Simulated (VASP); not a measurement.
**Ca: single point with PBEsol**

The system is Ca.

```
Ca
1.0
     0.00000    2.83097    2.83097
     2.83097    0.00000    2.83097
     2.83097    2.83097    0.00000
Ca
1
Cartesian
  0.0000 0.0000 0.0000
```

```yaml
Program: VASP 6.6.1
Task: single point
Functional: PBEsol
Potentials_or_basis: VASP PAW PBE potentials, release 64 (Ca_sv)
Cutoff: 520 eV
k_mesh: 8 × 8 × 8
Occupations: fermi-dirac, width 0.05 eV
Spin: no spin polarisation
```

```
Pressure               : -1.7 GPa
Band gap on the k mesh : zero (band 5 reaches 1.85 eV, above the bottom of band 6 at 1.41 eV)
```

Levels at points of the mesh, in eV from the Fermi level:
```
           k point  band 3  band 4  band 5  band 6  band 7  band 8
(0.00, 0.00, 0.00)  -22.97  -22.97   -3.86    2.27    2.27    2.27
(0.50, 0.00, 0.00)  -22.98  -22.98   -0.93   -0.16    2.17    2.17
(0.50, 0.50, 0.00)  -23.01  -23.01   -0.35    0.64    0.88    3.89
```

It took 11 s on 1 thread of Intel(R) Xeon(R) Platinum 8259CL CPU @ 2.50GHz (Skylake/Cascade Lake), on a shared host, peak memory 0.17 GiB.

Caveat: the PAW data sets were made with another functional, which shifts forces and pressure a little.
